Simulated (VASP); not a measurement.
Crystal: S.

```
S
1.0
     2.21885    0.00000    0.00000
     0.00000    2.59600    0.00000
     0.00000    0.00000    3.78321
S
1
Direct
  0.50000 0.00000 0.00000
```

- Program: VASP 6.6.1
- Task: relaxation of cell and atoms
- Functional: PBE
- Potentials or basis: VASP PAW PBE potentials, release 64 (S)
- Cutoff: 600 eV
- k mesh: 24 × 22 × 14
- Occupations: gaussian, width 0.1 eV
- Spin: no spin polarisation

At the start: pressure 0.4 GPa; volume 21.79 Å³/atom.

Question: How do energy, volume and symmetry change on relaxing?

Answer: Over 17 steps the energy falls by 107.1 meV/atom and the volume is 24.51 Å³/atom (+12.5 %); space group Pmmm (No. 47, to 0.05 Å).

The path:
```
step  energy change (eV)  largest force (eV/Å)  pressure (GPa)  volume (Å³)
   1              0.0000                0.0000            0.38        21.79
   2             -0.0798                0.0000           -1.93        21.91
   3             -0.0903                0.0000           -2.35        21.93
   4             -0.0917                0.0000           -2.31        21.93
   5             -0.0887                0.0000            2.47        20.90
   6             -0.0989                0.0000           -0.31        21.46
   7             -0.1005                0.0000            0.69        21.35
   8             -0.1009                0.0000            0.37        21.39
   9             -0.1015                0.0000            0.31        21.51
  10             -0.1030                0.0000            0.12        21.90
  11             -0.1050                0.0000           -0.22        22.67
  12             -0.1059                0.0000           -0.78        24.22
  13             -0.1064                0.0000           -0.62        24.28
  14             -0.1071                0.0000           -0.12        24.47
  15             -0.1071                0.0000            0.03        24.52
  16             -0.1071                0.0000            0.01        24.51
  17             -0.1071                0.0000            0.00        24.51
```

Final structure:
```
S
1.0
     2.33843    0.00000    0.00000
     0.00000    2.39090    0.00000
     0.00000    0.00000    4.38451
S
1
Cartesian
  1.1692 0.0000 0.0000
```
